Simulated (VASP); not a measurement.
Set up this calculation in VASP 6.6.1, as the native input.

- Task: single point
- Functional: r2SCAN
- Potentials or basis: VASP PAW PBE potentials, release 64 (C)
- Cutoff: 660 eV
- k mesh: 6 × 6 × 6
- Occupations: gaussian, width 0.05 eV
- Spin: no spin polarisation
- Dipole correction: no
- Further INCAR settings: ALGO = Normal; EDIFF = 1e-06; NBANDS = 26

C:

```xyz
8
Lattice="3.5668 0.0000 0.0000 0.0000 -3.5668 0.0000 0.0000 0.0000 -3.5668" Properties=species:S:1:pos:R:3 pbc="T T T"
C     1.9736    0.2305    0.2698
C    -0.0087   -1.6721   -0.1206
C    -0.0319    0.0516   -1.8435
C     1.7392   -2.0764   -1.7057
C     2.7979   -2.6676   -2.7512
C     0.9999   -0.8315   -2.7053
C     0.4903   -2.7915   -0.9997
C     2.7401   -0.9434   -0.8442
```

This cell differs from its parent crystal: atoms moved at random.

These files were run (other wordings do the same):

POSCAR

```
C
1.0
    3.5668000000      0.0000000000      0.0000000000
    0.0000000000     -3.5668000000      0.0000000000
    0.0000000000      0.0000000000     -3.5668000000
C
8
Direct
    0.5533186637     -0.0646208096     -0.0756495842
   -0.0024387609      0.4688062749      0.0338171051
   -0.0089520043     -0.0144789802      0.5168619383
    0.4876033791      0.5821535011      0.4782223685
    0.7844206996      0.7478956859      0.7713451820
    0.2803489041      0.2331125404      0.7584548787
    0.1374665593      0.7826287348      0.2802723160
    0.7682325594      0.2645030528      0.2366757956
```

INCAR.step1

```
  PREC = Accurate
  ENCUT = 660
  ISMEAR = 0
  SIGMA = 0.05
  LREAL = F
  LASPH = T
  NELM = 120
  NBANDS = 26
  GGA = PE
  ALGO = Normal
  EDIFF = 1E-5
  LWAVE = T
  LCHARG = F
  GGA_COMPAT = F
```

INCAR.step2

```
  PREC = Accurate
  ENCUT = 660
  EDIFF = 1E-6
  ISMEAR = 0
  SIGMA = 0.05
  LREAL = F
  LASPH = T
  NELM = 120
  ALGO = Normal
  ISIF = 2
  LWAVE = F
  LCHARG = F
  METAGGA = R2SCAN
  LMIXTAU = T
  NBANDS = 26
  ISTART = 1
  GGA_COMPAT = F
```

KPOINTS

```
regular mesh
0
Gamma
  6 6 6
```

Potentials or basis: VASP PAW PBE potentials, release 64 (C).

The run is started by

```sh
$ cat potpaw_PBE.64/C/POTCAR > POTCAR
$ cp INCAR.step1 INCAR
$ mpirun -np 1 vasp_std > vasp.out
$ cp INCAR.step2 INCAR
$ mpirun -np 1 vasp_std > vasp.out
```

Results of the run:

The pressure is 55.2 GPa and the largest force is 26.376 eV/Å.

Caveat: the cell differs from its parent crystal (atoms moved at random); the stress differs along the axes, from 41 to 64 GPa; the PAW data sets were made with another functional, which shifts forces and pressure a little.

Wall time 14 min on 1 thread of Oxide Virtual Turin-like Processor (shared host), peak memory 0.22 GiB.
